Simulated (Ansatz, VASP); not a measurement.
## One calculation of Sb, two programs

```xyz
2
Lattice="2.1606 1.2474 3.6973 -2.1606 1.2474 3.6973 0.0000 -2.4949 3.6973" Properties=species:S:1:pos:R:3 pbc="T T T"
Sb    0.0000    0.0000    2.6108
Sb    0.0000    0.0000    8.4810
```

Alike in both runs: functional PBEsol; k mesh 9 × 9 × 9; occupations fermi-dirac, width 0.05 eV; no spin polarisation.

Ansatz relaxed the structure, and its values are those at the end. VASP's run is a single point on that final structure, the one shown.

|  | VASP | Ansatz |
| --- | --- | --- |
| version | VASP 6.6.1 | Ansatz 0.2.0 |
| potentials or method | VASP PAW PBE potentials, release 64 (Sb), cutoff 520 eV | all-electron LAPW, scalar-relativistic |

VASP gave:

| Property | Result |
| --- | --- |
| pressure (GPa) | 0.2 |
| rms of the force components (eV/Å) | 0.027 |

Task: Estimate Ansatz's values.

Result: Pressure (GPa): 0.0; rms of the force components (eV/Å): 0.001.

VASP's potentials were made for PBE, not for PBEsol. Ansatz ran all-electron here, and VASP with PAW potentials.

Spin-orbit coupling is off throughout.
